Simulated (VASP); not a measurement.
Crystal: Rb3AlAs2.

```
CELL_PARAMETERS angstrom
5.53144 0.00000 0.00000
-2.76572 4.79037 0.00000
0.00000 0.00000 8.58363
ATOMIC_POSITIONS crystal
Rb 0.33333 0.66667 0.50000
Rb 0.66667 0.33333 0.50000
Rb 0.00000 0.00000 0.00000
Al 0.00000 0.00000 0.50000
As 0.00000 0.00000 0.70934
As 0.00000 0.00000 0.29066
```

The cell was generated, and may not be a known phase.

* Program: VASP 6.6.1
* Task: relaxation of cell and atoms
* Functional: PBE
* Potentials or basis: VASP PAW PBE potentials, release 64 (Rb_sv, Al, As)
* Cutoff: 600 eV
* k mesh: 6 × 6 × 2
* Occupations: gaussian, width 0.1 eV
* Spin: no spin polarisation

At the start: pressure 24.3 GPa; volume 37.91 Å³/atom.

Task: How do energy, volume and symmetry change on relaxing?

Result: Over 18 steps the energy falls by 1564.1 meV/atom and the volume is 65.43 Å³/atom (+72.6 %); space group P6/mmm (No. 191, to 0.1 Å) before and after.

The path:
```tsv
step	energy change (eV)	largest force (eV/Å)	pressure (GPa)	volume (Å³)
1	0.0000	10.9565	24.27	227.45
2	-1.3756	0.8319	0.14	435.83
3	-1.7724	1.1672	0.10	416.79
4	-2.2963	1.5899	0.03	396.95
5	-5.6311	4.4823	0.82	308.86
6	-6.5857	4.8360	5.40	267.34
7	-6.5900	5.0201	3.42	279.08
8	-6.6253	4.9966	4.01	275.13
9	-8.5310	2.6202	0.38	326.44
10	-9.0185	1.4679	-0.82	380.52
11	-9.1155	2.3387	1.47	374.20
12	-9.3541	0.2153	0.22	377.18
13	-9.3543	0.2615	0.24	377.10
14	-9.3699	0.1616	0.15	381.85
15	-9.3824	0.1323	-0.10	396.21
16	-9.3839	0.0625	-0.05	392.77
17	-9.3831	0.1075	0.07	392.19
18	-9.3843	0.0019	0.00	392.56
```

Final structure:
```yaml
crystal:
  lattice:
    - [6.43331, 0.00000, 0.00000]
    - [-3.21665, 5.57141, 0.00000]
    - [0.00000, 0.00000, 10.95240]
  atoms:
    - { symbol: Rb, position: [0.33333, 0.66667, 0.50000] }
    - { symbol: Rb, position: [0.66667, 0.33333, 0.50000] }
    - { symbol: Rb, position: [0.00000, 0.00000, 0.00000] }
    - { symbol: Al, position: [0.00000, 0.00000, 0.50000] }
    - { symbol: As, position: [0.00000, 0.00000, 0.70474] }
    - { symbol: As, position: [0.00000, 0.00000, 0.29526] }
```

Caveat: the volume moved by over 15 % at a fixed basis, so the end points are rough.
